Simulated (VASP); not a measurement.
# Sn (Fd-3m) in VASP: further runs, part 2 of 2

VASP 6.6.1. Earlier steps stand in the parts before.

**4. Relaxation of cell and atoms, r2SCAN, target pressure 40 GPa, at which the enthalpy is minimised**

This run uses another cell than the first one: it holds 2 atoms, not 4.

Contents of POSCAR:

```
Sn
1.0
    0.0000000000      2.9382466138      2.9382466138
    2.9382466138      0.0000000000      2.9382466138
    2.9382466138      2.9382466138      0.0000000000
Sn
2
Direct
    0.0000000000      0.0000000000      0.0000000000
    0.2500000000      0.2500000000      0.2500000000
```

Contents of INCAR.step1:

```
SYSTEM = Sn
ALGO     = Normal         ! electronic algorithm
EDIFF    = 1E-4           ! SCF threshold, eV
ENCUT    = 600            ! plane-wave cutoff, eV
GGA      = PE             ! functional
ISMEAR   = 0              ! smearing method
LASPH    = .True.         ! aspherical terms in the spheres
LCHARG   = .False.        ! write CHGCAR
LREAL    = .False.        ! projectors in reciprocal space
LWAVE    = .True.         ! write WAVECAR
NELM     = 60             ! most SCF steps
PREC     = Accurate       ! precision mode
SIGMA    = 0.1            ! smearing width, eV
```

Contents of INCAR.step2:

```
SYSTEM = Sn
ALGO     = Normal         ! electronic algorithm
EDIFF    = 1E-6           ! SCF threshold, eV
EDIFFG   = -0.008         ! ionic threshold
ENCUT    = 600            ! plane-wave cutoff, eV
IBRION   = 2              ! ionic algorithm
ISIF     = 3              ! what is computed and relaxed
ISMEAR   = 0              ! smearing method
ISTART   = 1            
LASPH    = .True.         ! aspherical terms in the spheres
LCHARG   = .False.        ! write CHGCAR
LMIXTAU  = .True.       
LREAL    = .False.        ! projectors in reciprocal space
LWAVE    = .False.        ! write WAVECAR
METAGGA  = R2SCAN         ! meta-GGA
NELM     = 60             ! most SCF steps
NSW      = 70             ! ionic steps
PREC     = Accurate       ! precision mode
PSTRESS  = 400.0        
SIGMA    = 0.1            ! smearing width, eV
```

Contents of KPOINTS:

```
k-points
0
Gamma
  12 12 12
  0 0 0
```

Potentials or basis: VASP PAW PBE potentials, release 64 (Sn_d).

The run is started by

```bash
> cat potpaw_PBE.64/Sn_d/POTCAR > POTCAR
> cp INCAR.step1 INCAR
> mpirun -np 1 vasp_std > vasp.out
> cp INCAR.step2 INCAR
> mpirun -np 1 vasp_std > vasp.out
```

OUTCAR:

```text
SYSTEM = Sn
   EDIFF = 1E-6
   EDIFFG = -0.008
   ENCUT = 600
   IBRION = 2
   ISIF = 3
   ISMEAR = 0
   ISTART = 1
   LASPH = .True.
   LREAL = .False.
   METAGGA = R2SCAN
   NELM = 60
   NSW = 70
   PREC = Accurate
   PSTRESS = 400.0

 ion  position               nearest neighbor table
   1  0.000  0.000  0.000-   2 2.54   2 2.54   2 2.54   2 2.54
   2  0.250  0.250  0.250-   1 2.54   1 2.54   1 2.54   1 2.54

  LATTYP: Found a face centered cubic cell.
 ALAT       =     5.8764932276

  Lattice vectors:

 A1 = (   0.0000000000,   2.9382466138,   2.9382466138)
 A2 = (   2.9382466138,   0.0000000000,   2.9382466138)
 A3 = (   2.9382466138,   2.9382466138,   0.0000000000)

Analysis of symmetry for initial positions (statically):
=====================================================================
 Subroutine PRICEL returns:
 Original cell was already a primitive cell.

 Routine SETGRP: Setting up the symmetry group for a
 face centered cubic supercell.

 Subroutine GETGRP returns: Found 48 space group operations
 (whereof 24 operations were pure point group operations)
 out of a pool of 48 trial point group operations.

The static configuration has the point symmetry T_d .
 The point group associated with its full space group is O_h .

Analysis of symmetry for dynamics (positions and initial velocities):
=====================================================================
 Subroutine PRICEL returns:
[... 142 lines left out ...]
 non-spin polarized calculation
 Gauss-broadening in eV      SIGMA  =   0.10
  energy-cutoff  :      600.00
  volume of cell :       50.73
 maximum number of plane-waves:      1717
 NGX is ok and might be reduce to    36

--------------------------------------- Ionic step        1  -------------------------------------------

 number of electron      28.0000004 magnetization

 Free energy of the ion-electron system (eV)
  ---------------------------------------------------
  ext. energy  EPLUGINS =         0.00000000
  ---------------------------------------------------
  free energy    TOTEN  =       -48.04437764 eV

  energy without entropy =      -48.04428413  energy(sigma->0) =      -48.04433088

 E-fermi :   9.5194     XC(G=0): -11.1012

 val. band max:        9.4275327536   @ k =   0.0000   0.0000   0.0000
 cond. band min:       9.6389748482   @ k =   0.4167   0.4167   0.0000
 fundamental gap:      0.2114420946
 Fermi energy:         9.5194228016

 k-point     1 :       0.0000    0.0000    0.0000
  band No.  band energies     occupation
      1     -14.0198      2.00000
      2     -14.0198      2.00000
      3     -14.0198      2.00000
      4     -13.9021      2.00000
      5     -13.9021      2.00000
      6     -13.2161      2.00000
[... 760 lines left out ...]
--------------------------------------- Ionic step        8  -------------------------------------------

 number of electron      28.0000004 magnetization

 Free energy of the ion-electron system (eV)
  ---------------------------------------------------
  ext. energy  EPLUGINS =         0.00000000
  ---------------------------------------------------
  free energy    TOTEN  =       -47.55220400 eV

  energy without entropy =      -47.55197421  energy(sigma->0) =      -47.55208911

 E-fermi :  10.1570     XC(G=0): -11.3436

 val. band max:       10.1293426715   @ k =   0.0000   0.0000   0.0000
 cond. band min:      10.2280465372   @ k =   0.4167   0.4167   0.0000
 fundamental gap:      0.0987038658
 Fermi energy:        10.1569936882

 k-point     1 :       0.0000    0.0000    0.0000
  band No.  band energies     occupation
      1     -13.5629      2.00000
      2     -13.5629      2.00000
      3     -13.5629      2.00000
      4     -13.4367      2.00000
      5     -13.4367      2.00000
      6     -12.6742      2.00000
[... 528 lines left out ...]
  energy  without entropy=      -47.5519742108  energy(sigma->0) =      -47.55208911

  enthalpy is  TOTEN    =       -35.4372352914 eV   P V=       12.1149687111

 reached required accuracy - stopping structural energy minimisation
```

It took 32 min on 1 thread of AMD EPYC 7R13 (Zen 3), shared host; peak memory 0.24 GiB.

Results:

```
Free energy                                                : -47.5522 eV
Relaxed volume                                             : 24.26 Å³/atom
Relaxed cell                                               : a = 4.094 Å, b = 4.094 Å, c = 4.094 Å, α = 60.00°, β = 60.00°, γ = 60.00°
Space group after relaxing (to 0.1 Å)                      : Fd-3m (No. 227)
Energy change on relaxing (the run minimises the enthalpy) : +246.1 meV/atom
Ionic steps                                                : 8
Pressure after relaxing                                    : 39.9 GPa
```

Step by step:
| step | energy change (eV) | largest force (eV/Å) | pressure (GPa) | volume (Å³) |
| --- | --- | --- | --- | --- |
| 1 | 0.0000 | 0.0000 | 31.77 | 50.73 |
| 2 | 2.9123 | 0.0000 | 78.80 | 41.75 |
| 3 | 0.4617 | 0.0000 | 39.44 | 48.65 |
| 4 | 0.4913 | 0.0000 | 39.94 | 48.53 |
| 5 | 0.5021 | 0.0000 | 40.12 | 48.49 |
| 6 | 0.4758 | 0.0000 | 39.68 | 48.59 |
| 7 | 0.4958 | 0.0000 | 40.07 | 48.51 |
| 8 | 0.4922 | 0.0000 | 39.95 | 48.53 |

Final structure:
```xyz
2
Lattice="0.0000 2.8950 2.8950 2.8950 0.0000 2.8950 2.8950 2.8950 0.0000" Properties=species:S:1:pos:R:3 pbc="T T T"
Sn    2.8950    0.0000    2.8950
Sn    1.4475    1.4475    1.4475
```

Levels at points of the mesh, in eV from the Fermi level:
| k point | band 12 | band 13 | band 14 | band 15 | band 16 | band 17 |
| --- | --- | --- | --- | --- | --- | --- |
| (0.00, 0.00, 0.00) | -0.03 | -0.03 | -0.03 | 2.02 | 2.02 | 2.02 |
| (0.50, 0.00, 0.00) | -8.66 | -2.03 | -2.03 | 1.00 | 3.25 | 3.25 |
| (0.50, 0.50, 0.00) | -9.54 | -4.21 | -4.21 | 0.25 | 0.25 | 10.44 |

Caveat: the cell is relaxed towards a set pressure, so the run minimises the enthalpy, not the energy; the PAW data sets were made with another functional, which shifts forces and pressure a little; spin-orbit coupling is left out, which moves the levels of the heavy elements.

**5. Single point, r2SCAN (equal strain along all axes, cell held: +2.0 %)**

Contents of POSCAR:

```
Sn
1.0
    3.3479112336      3.3479112336      0.0000000000
   -3.3479112336      3.3479112336      0.0000000000
    0.0000000000      0.0000000000      6.6958224671
Sn
4
Direct
    0.0000000000      0.0000000000      0.5000000000
    0.0000000000      0.5000000000      0.2500000000
    0.5000000000      0.5000000000      0.0000000000
    0.5000000000      0.0000000000      0.7500000000
```

Contents of INCAR.step1:

```
SYSTEM = Sn
ALGO = Normal
EDIFF = 1E-4
ENCUT = 520
GGA = PE
ISMEAR = 0
LASPH = .True.
LCHARG = .False.
LREAL = .False.
LWAVE = .True.
NBANDS = 36
NELM = 60
PREC = Accurate
SIGMA = 0.1
```

Contents of INCAR.step2:

```
SYSTEM = Sn
ALGO = Normal
EDIFF = 1E-7
ENCUT = 520
ISIF = 2
ISMEAR = 0
ISTART = 1
LASPH = .True.
LCHARG = .True.
LELF = .True.
LMIXTAU = .True.
LREAL = .False.
LVHAR = .True.
LWAVE = .False.
METAGGA = R2SCAN
NBANDS = 36
NELM = 60
PREC = Accurate
SIGMA = 0.1
```

Contents of KPOINTS:

```
k-points
0
Gamma
  12 12 8
  0 0 0
```

Potentials or basis: VASP PAW PBE potentials, release 64 (Sn_d).

The run is started by

```bash
> cat potpaw_PBE.64/Sn_d/POTCAR > POTCAR
> cp INCAR.step1 INCAR
> mpirun -np 1 vasp_std > vasp.out
> cp INCAR.step2 INCAR
> mpirun -np 1 vasp_std > vasp.out
```

OUTCAR:

```text
SYSTEM = Sn
   EDIFF = 1E-7
   ENCUT = 520
   ISIF = 2
   ISMEAR = 0
   ISTART = 1
   LASPH = .True.
   LREAL = .False.
   METAGGA = R2SCAN
   NELM = 60
   PREC = Accurate

 ion  position               nearest neighbor table
   1  0.000  0.000  0.500-   2 2.90   4 2.90   2 2.90   4 2.90
   2  0.000  0.500  0.250-   1 2.90   3 2.90   1 2.90   3 2.90
   3  0.500  0.500  0.000-   2 2.90   4 2.90   4 2.90   2 2.90
   4  0.500  0.000  0.750-   1 2.90   3 2.90   3 2.90   1 2.90

  LATTYP: Found a simple tetragonal cell.
 ALAT       =     4.7346614722
[... 1153 lines left out ...]
  Direction    XX          YY          ZZ          XY          YZ          ZX
  --------------------------------------------------------------------------------------
  -------------------------------------------------------------------------------------
  Total       -2.0682789     -2.0682789     -2.0768915      0.0000000      0.0000000      0.0000000
  in kB      -22.0768896    -22.0768896    -22.1688213      0.0000000      0.0000000      0.0000000
  external PRESSURE =     -22.1075335 kB  Pullay stress =       0.0000000 kB

 VOLUME and BASIS-vectors are now :
 -----------------------------------------------------------------------------
  energy-cutoff  :      520.00
  volume of cell :      150.10
      direct lattice vectors                 reciprocal lattice vectors
     3.347911234  3.347911234  0.000000000     0.149346851  0.149346851  0.000000000
    -3.347911234  3.347911234  0.000000000    -0.149346851  0.149346851  0.000000000
     0.000000000  0.000000000  6.695822467     0.000000000  0.000000000  0.149346851

 POSITION                                       TOTAL-FORCE (eV/Angst)
 -----------------------------------------------------------------------------------
      0.00000      0.00000      3.34791        -0.000000      0.000000     -0.000000
     -1.67396      1.67396      1.67396         0.000000     -0.000000      0.000000
      0.00000      3.34791      0.00000         0.000000      0.000000     -0.000000
      1.67396      1.67396      5.02187        -0.000000     -0.000000      0.000000
 -----------------------------------------------------------------------------------
    total drift:                               -0.000000      0.000000      0.000000

  FREE ENERGIE OF THE ION-ELECTRON SYSTEM (eV)
  ---------------------------------------------------
  free  energy   TOTEN  =       -98.9327030278 eV

  energy  without entropy=      -98.9317578091  energy(sigma->0) =      -98.93223042
```

OSZICAR.step1:

```text
N       E                     dE             d eps       ncg     rms          rms(c)
DAV:   1     0.554600963570E+03    0.55460E+03   -0.28714E+04 10232   0.220E+03
DAV:   2     0.613603272356E+02   -0.49324E+03   -0.48525E+03 10088   0.565E+02
DAV:   3    -0.119171020604E+02   -0.73277E+02   -0.72457E+02 11384   0.194E+02
DAV:   4    -0.153584699281E+02   -0.34414E+01   -0.34319E+01 11452   0.472E+01
DAV:   5    -0.154586680230E+02   -0.10020E+00   -0.10019E+00 12852   0.817E+00    0.395E+00
DAV:   6    -0.154035674262E+02    0.55101E-01   -0.62957E-02 13224   0.225E+00    0.234E+00
DAV:   7    -0.153768075433E+02    0.26760E-01   -0.84258E-02 10584   0.254E+00    0.226E-01
DAV:   8    -0.153804639440E+02   -0.36564E-02   -0.14541E-02 11336   0.123E+00    0.618E-02
DAV:   9    -0.153806925650E+02   -0.22862E-03   -0.73007E-04 11860   0.249E-01    0.389E-02
DAV:  10    -0.153809555068E+02   -0.26294E-03   -0.56459E-04  8192   0.137E-01    0.928E-03
DAV:  11    -0.153809620398E+02   -0.65330E-05   -0.19235E-05  6204   0.324E-02
   1 F= -.15380962E+02 E0= -.15379914E+02  d E =-.209541E-02
```

Run time: 46 min. Hardware: 1 thread of Oxide Virtual Turin-like, shared host; peak memory 0.6 GiB.

Results:

```yaml
Free_energy: -98.9327 eV
Pressure: -2.2 GPa
Band_gap_on_the_k_mesh: zero (bands 28 and 29 overlap by 0.06 eV)
```

Caveat: the cell differs from its parent crystal (equal strain along all axes, cell held: +2.0 %); the PAW data sets were made with another functional, which shifts forces and pressure a little; spin-orbit coupling is left out, which moves the levels of the heavy elements.

**6. Summary**

| task | cell | k mesh | cutoff (eV) | gap on the mesh (eV) | pressure (GPa) |
| --- | --- | --- | --- | --- | --- |
| single point | a = 4.595, b = 4.595, c = 6.499 Å, 4 atoms, atomic positions A | 12 × 12 × 8 | 520 | none | 1.4 |
| single point | a = 4.727 Å, angles 60.0°, 2 atoms, atomic positions B | 12 × 12 × 12 | 520 | none | -2.1 |
| relaxation of cell and atoms | relaxed to 40 GPa from a = 4.155 Å, angles 60.0°, 2 atoms, atomic positions B | 12 × 12 × 12 | 600 | - | 39.9 |
| single point | a = 4.735, b = 4.735, c = 6.696 Å, 4 atoms, atomic positions A | 12 × 12 × 8 | 520 | none | -2.2 |

Alike in all rows: level r2SCAN; potentials or basis VASP PAW PBE potentials, release 64 (Sn_d); no spin polarisation; smearing gaussian 0.1 eV.

Caveats: the PAW data sets were made with another functional, which shifts forces and pressure a little; spin-orbit coupling is left out, which moves the levels of the heavy elements; the cell is relaxed towards a set pressure, so the run minimises the enthalpy, not the energy (at least some runs).

Total energies depend on the potentials used, so only differences within one code and one set of settings carry meaning.
